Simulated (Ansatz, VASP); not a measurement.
## Sn in VASP and in Ansatz

```xyz
2
Lattice="-2.9089 2.9089 1.5881 2.9089 -2.9089 1.5881 2.9089 2.9089 -1.5881" Properties=species:S:1:pos:R:3 pbc="T T T"
Sn    0.0000    2.9089    0.7941
Sn    0.0000    0.0000    0.0000
```

Alike in both runs: functional PBEsol; k mesh 14 × 14 × 14; occupations gaussian, width 0.1 eV; no spin polarisation.

Ansatz relaxed the structure, and its values are those at the end. VASP's run is a single point on that final structure, the one shown.

|  | VASP | Ansatz |
| --- | --- | --- |
| version | VASP 6.6.1 | Ansatz 0.2.0 |
| potentials or method | VASP PAW PBE potentials, release 64 (Sn_d), cutoff 520 eV | scalar-relativistic, plane waves, PAW |
| valence electrons in the cell | 28 | 28 |

```csv
,VASP,Ansatz,Ansatz less VASP
gap on the k mesh at the Fermi level (eV),none,none,-
pressure (GPa),0.0,0.0,+0.03
```

VASP's potentials were made for PBE, not for PBEsol. A gap of «none» marks a metal or a gap that the smearing closes. With one functional, cell and mesh, what is left measures potentials, basis and numerics.
